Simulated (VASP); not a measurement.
# Zn (P6_3/mmc) in VASP: further runs

Runs on Zn. Level: PBEsol. Tasks: single point.

Program: VASP 6.6.1. These are calculated values, not measurements. Logs are shortened: lines on timing, memory, paths and dates and some standing lists are left out, and cuts for length are marked.

**1. The cell of the first run**

Symmetry: P6_3/mmc, No. 194, hexagonal system. Conventional cell: a = 2.585 Å, b = 2.585 Å, c = 5.021 Å, α = 90.00°, β = 90.00°, γ = 120.00°. Zn (site symmetry -6m2) has 12 Zn at 2.58 to 2.92 Å within 3.4 Å.

**2. Single point, PBEsol (strain -0.030 along x and y, +0.015 along z)**

The input, INCAR:

```
PREC     = Accurate       # precision mode
ENCUT    = 520            # plane-wave cutoff, eV
EDIFF    = 1E-6           # SCF threshold, eV
ISMEAR   = 0              # smearing method
SIGMA    = 0.15           # smearing width, eV
LREAL    = False          # projectors in reciprocal space
LASPH    = True           # aspherical terms in the spheres
NELM     = 80             # most SCF steps
ALGO     = Fast           # electronic algorithm
ISIF     = 2              # what is computed and relaxed
LWAVE    = False          # write WAVECAR
LCHARG   = False          # write CHGCAR
GGA      = PS             # functional
NBANDS   = 19             # bands
```

The input, KPOINTS:

```
regular mesh
0
Gamma
  24 24 10
```

The input, POSCAR:

```
Zn
1.0
    2.5848541116      0.0000000000      0.0000000000
   -1.2924270558      2.2385493257      0.0000000000
    0.0000000000      0.0000000000      5.0209005000
Zn
2
Direct
    0.3333333333      0.6666666667      0.2500000000
    0.6666666667      0.3333333333      0.7500000000
```

Potentials or basis: VASP PAW PBE potentials, release 64 (Zn).

Run with:

```bash
cat potpaw_PBE.64/Zn/POTCAR > POTCAR
mpirun -np 1 vasp_std > vasp.out
```

OUTCAR:

```text
PREC = Accurate
   ENCUT = 520
   EDIFF = 1E-6
   ISMEAR = 0
   LREAL = False
   LASPH = True
   NELM = 80
   ISIF = 2
   GGA = PS

 ion  position               nearest neighbor table
   1  0.333  0.667  0.250-   2 2.92   2 2.92   2 2.92   2 2.92   2 2.92   2 2.92
   2  0.667  0.333  0.750-   1 2.92   1 2.92   1 2.92   1 2.92   1 2.92   1 2.92

  LATTYP: Found a hexagonal cell.
 ALAT       =     2.5848541116
 C/A-ratio  =     1.9424309006

  Lattice vectors:

 A1 = (   2.5848541116,   0.0000000000,   0.0000000000)
 A2 = (  -1.2924270558,   2.2385493257,   0.0000000000)
 A3 = (   0.0000000000,   0.0000000000,   5.0209005000)

Analysis of symmetry for initial positions (statically):
=====================================================================
 Subroutine PRICEL returns:
 Original cell was already a primitive cell.

 Routine SETGRP: Setting up the symmetry group for a
 hexagonal supercell.

 Subroutine GETGRP returns: Found 24 space group operations
 (whereof 12 operations were pure point group operations)
 out of a pool of 24 trial point group operations.

The static configuration has the point symmetry D_3d.
 The point group associated with its full space group is D_6h.

Analysis of symmetry for dynamics (positions and initial velocities):
=====================================================================
 Subroutine PRICEL returns:
 Original cell was already a primitive cell.

 Routine SETGRP: Setting up the symmetry group for a
 hexagonal supercell.

 Subroutine GETGRP returns: Found 24 space group operations
 (whereof 12 operations were pure point group operations)
 out of a pool of 24 trial point group operations.

The dynamic configuration has the point symmetry D_3d.
 The point group associated with its full space group is D_6h.

 Subroutine INISYM returns: Found 24 space group operations
 (whereof 12 operations are pure point group operations),
 and found     1 'primitive' translations

----------------------------------------------------------------------------------------

                                     Primitive cell

  volume of cell :      29.0526

  direct lattice vectors                    reciprocal lattice vectors
     2.584854112  0.000000000  0.000000000     0.386869029  0.223358938  0.000000000
    -1.292427056  2.238549326  0.000000000     0.000000000  0.446717876  0.000000000
     0.000000000  0.000000000  5.020900500     0.000000000  0.000000000  0.199167460

  length of vectors
     2.584854112  2.584854112  5.020900500     0.446717876  0.446717876  0.199167460

  position of ions in fractional coordinates (direct lattice)
     0.333333333  0.666666667  0.250000000
     0.666666667  0.333333333  0.750000000

  ion indices of the primitive-cell ions
   primitive index   ion index
                 1           1
                 2           2

----------------------------------------------------------------------------------------

 KPOINTS: regular mesh

Automatic generation of k-mesh.
 Grid dimensions read from file:
 generate k-points for:   24   24   10

 Generating k-lattice:

  Cartesian coordinates                     Fractional coordinates (reciprocal lattice)
     0.016119543  0.009306622  0.000000000     0.041666667  0.000000000  0.000000000
     0.000000000  0.018613245  0.000000000     0.000000000  0.041666667  0.000000000
     0.000000000  0.000000000  0.019916746     0.000000000  0.000000000  0.100000000

  Length of vectors
     0.018613245  0.018613245  0.019916746

  Shift w.r.t. Gamma in fractional coordinates (k-lattice)
     0.000000000  0.000000000  0.000000000

 Subroutine IBZKPT returns following result:
 ===========================================

 Found    366 irreducible k-points:

 Following reciprocal coordinates:
            Coordinates               Weight
  0.000000  0.000000  0.000000      1.000000
  0.041667 -0.000000  0.000000      6.000000
  0.083333  0.000000  0.000000      6.000000
  0.125000 -0.000000  0.000000      6.000000
  0.166667  0.000000  0.000000      6.000000
  0.208333 -0.000000  0.000000      6.000000
[... 16 lines left out ...]
  0.416667  0.041667  0.000000     12.000000
  0.458333  0.041667  0.000000     12.000000
 [... further k-points ...]
   k-points           NKPTS =    366   k-points in BZ     NKDIM =    366   number of bands    NBANDS=     19
   number of dos      NEDOS =    301   number of ions     NIONS =      2
   total plane-waves  NPLWV =  16000
   dimension x,y,z NGX =    20 NGY =   20 NGZ =   40
   dimension x,y,z NGXF=    40 NGYF=   40 NGZF=   80
   ions per type =               2
   NGX,Y,Z   is equivalent  to a cutoff of  12.86, 12.86, 13.24 a.u.
   NGXF,Y,Z  is equivalent  to a cutoff of  25.73, 25.73, 26.49 a.u.
 SYSTEM =  unknown system
   PREC   = accura    normal or accurate (medium, high low for compatibility)
   ISTART =      0    job   : 0-new  1-cont  2-samecut
   ICHARG =      2    charge: 1-file 2-atom 10-const
   ISPIN  =      1    spin polarized calculation?
   LNONCOLLINEAR =      F non collinear calculations
   LSORBIT =      F    spin-orbit coupling
   LASPH  =      T    aspherical Exc in radial PAW
   ENCUT  =  520.0 eV  38.22 Ry    6.18 a.u.   4.81  4.81  9.34*2*pi/ulx,y,z
   NELM   =     80;   NELMIN=  2; NELMDL= -5     # of ELM steps
   EDIFF  = 0.1E-05   stopping-criterion for ELM
   LREAL  =      F    real-space projection
   EDIFFG = 0.1E-04   stopping-criterion for IOM
   NSW    =      0    number of steps for IOM
   IBRION =     -1    ionic relax: 0-MD 1-quasi-New 2-CG
   NFREE  =      0    steps in history (QN), initial steepest desc. (CG)
   ISIF   =      2    stress and relaxation
   ISYM   =      2    0-nonsym 1-usesym 2-fastsym
   POTIM  = 0.5000    time-step for ionic-motion
   TEBEG  =    0.0;   TEEND  =   0.0 temperature during run
   PSTRESS=    0.0 pullay stress
   NELECT =      24.0000    total number of electrons
   NUPDOWN=      -1.0000    fix difference up-down
   EMIN   =  10.00;   EMAX   =-10.00  energy-range for DOS
   EFERMI =   0.00;   METHOD = LEGACY
   ISMEAR =     0;   SIGMA  =   0.15  broadening in eV -4-tet -1-fermi 0-gaus
   EFERMI_NEDOS =   21; number of points for ismear=-14 and -15
   IALGO  =     68    algorithm
   IMIX   =      4    mixing-type and parameters
     AMIX     =   0.40;   BMIX     =  1.00
     AMIX_MAG =   1.60;   BMIX_MAG =  1.00
  volume/ion in A,a.u.               =      14.53        98.03
  Fermi-wavevector in a.u.,A,eV,Ry     =   1.536092  2.902792 32.104003  2.359578
  Thomas-Fermi vector in A             =   2.642789
   LORBIT       =      0    0 simple, 1 ext, 2 COOP (PROOUT), +10 PAW based schemes
   GGA     = PS    functional components
   LHFCALC =     F    Hartree Fock is set to
   AEXX    =    0.0000 exact exchange contribution
   IVDW    =     0    specifies the selected vdW correction
   LEPSILON=     F    determine dielectric tensor
   LRPA    =     F    only Hartree local field effects (RPA)
 non-spin polarized calculation
 RMM-DIIS sequential band-by-band and
 Gauss-broadening in eV      SIGMA  =   0.15
  energy-cutoff  :      520.00
  volume of cell :       29.05
 maximum number of plane-waves:       801
 NGX is ok and might be reduce to    20
   NGX =  9   NGY =  9   NGZ = 19

 number of electron      24.0000023 magnetization

 Free energy of the ion-electron system (eV)
  ---------------------------------------------------
  ext. energy  EPLUGINS =         0.00000000
  ---------------------------------------------------
  free energy    TOTEN  =        -3.16802203 eV

  energy without entropy =       -3.16468460  energy(sigma->0) =       -3.16635332

 E-fermi :   3.1410     XC(G=0): -11.9324

 val. band max:        3.1259969158   @ k =   0.2500   0.0417   0.1000
 cond. band min:       3.1500385501   @ k =   0.3750   0.2500   0.4000
 fundamental gap:      0.0240416343
 Fermi energy:         3.1410144153

 k-point     1 :       0.0000    0.0000    0.0000
  band No.  band energies     occupation
      1      -7.5365      2.00000
      2      -5.6605      2.00000
      3      -4.8459      2.00000
      4      -4.5383      2.00000
      5      -4.5383      2.00000
      6      -4.4942      2.00000
[... 11 lines left out ...]
     18      23.5035      0.00000
     19      23.8106      0.00000

 k-point     2 :       0.0417   -0.0000    0.0000
  band No.  band energies     occupation
      1      -7.4813      2.00000
      2      -5.6324      2.00000
      3      -4.8383      2.00000
      4      -4.5457      2.00000
      5      -4.5241      2.00000
      6      -4.5015      2.00000
[... 11 lines left out ...]
     18      22.7774      0.00000
     19      24.4820      0.00000

 k-point     3 :       0.0833    0.0000    0.0000
  band No.  band energies     occupation
      1      -7.3166      2.00000
      2      -5.5520      2.00000
      3      -4.8172      2.00000
      4      -4.5656      2.00000
      5      -4.5207      2.00000
      6      -4.4823      2.00000
[... 11 lines left out ...]
     18      22.1385      0.00000
     19      24.2761      0.00000

 k-point     4 :       0.1250   -0.0000    0.0000
  band No.  band energies     occupation
      1      -7.0464      2.00000
      2      -5.4319      2.00000
      3      -4.7888      2.00000
      4      -4.5925      2.00000
      5      -4.5397      2.00000
      6      -4.4152      2.00000
[... 407 lines left out ...]
     18      19.2724      0.00000
     19      19.5979      0.00000

 k-point    23 :       0.4167    0.0417    0.0000
  band No.  band energies     occupation
      1      -5.3572      2.00000
      2      -5.2791      2.00000
      3      -5.0485      2.00000
      4      -4.5727      2.00000
      5      -4.3726      2.00000
      6      -4.3072      2.00000
[... 11 lines left out ...]
     18      19.0120      0.00000
     19      19.4542      0.00000

 k-point    24 :       0.4583    0.0417    0.0000
  band No.  band energies     occupation
      1      -5.3727      2.00000
      2      -5.2930      2.00000
      3      -5.0694      2.00000
      4      -4.5906      2.00000
      5      -4.3485      2.00000
      6      -4.3156      2.00000
[... 11 lines left out ...]
     18      18.8778      0.00000
     19      19.3834      0.00000

 [... further k-points ...]

------------------------ aborting loop because EDIFF is reached ----------------------------------------

  FORCE on cell =-STRESS in cart. coord.  units (eV):
  Direction    XX          YY          ZZ          XY          YZ          ZX
  --------------------------------------------------------------------------------------
  -------------------------------------------------------------------------------------
  Total        0.1603773      0.1603773     -0.2835031      0.0000000      0.0000000      0.0000000
  in kB        8.8444175      8.8444175    -15.6345052      0.0000000      0.0000000      0.0000000
  external PRESSURE =       0.6847766 kB  Pullay stress =       0.0000000 kB

 VOLUME and BASIS-vectors are now :
 -----------------------------------------------------------------------------
  energy-cutoff  :      520.00
  volume of cell :       29.05
      direct lattice vectors                 reciprocal lattice vectors
     2.584854112  0.000000000  0.000000000     0.386869029  0.223358938  0.000000000
    -1.292427056  2.238549326  0.000000000     0.000000000  0.446717876  0.000000000
     0.000000000  0.000000000  5.020900500     0.000000000  0.000000000  0.199167460

 POSITION                                       TOTAL-FORCE (eV/Angst)
 -----------------------------------------------------------------------------------
     -0.00000      1.49237      1.25523         0.000000      0.000000      0.000000
      1.29243      0.74618      3.76568        -0.000000      0.000000      0.000000
 -----------------------------------------------------------------------------------
    total drift:                                0.000000     -0.000000      0.000000

  FREE ENERGIE OF THE ION-ELECTRON SYSTEM (eV)
  ---------------------------------------------------
  free  energy   TOTEN  =        -3.1680220319 eV

  energy  without entropy=       -3.1646846031  energy(sigma->0) =       -3.16635332
```

It took 2.2 min on 1 thread of Intel Xeon Platinum 8488C (Sapphire Rapids), shared host; peak memory 0.27 GiB.

Results:

| Item | Value |
| --- | --- |
| Free energy | -3.1680 eV |
| Pressure | 0.1 GPa |
| Band gap on the k mesh | zero (bands 12 and 13 overlap by 5.09 eV) |

Caveat: the cell differs from its parent crystal (strain -0.030 along x and y, +0.015 along z); the PAW data sets were made with another functional, which shifts forces and pressure a little.

(Part 1 of 2 ends here.)
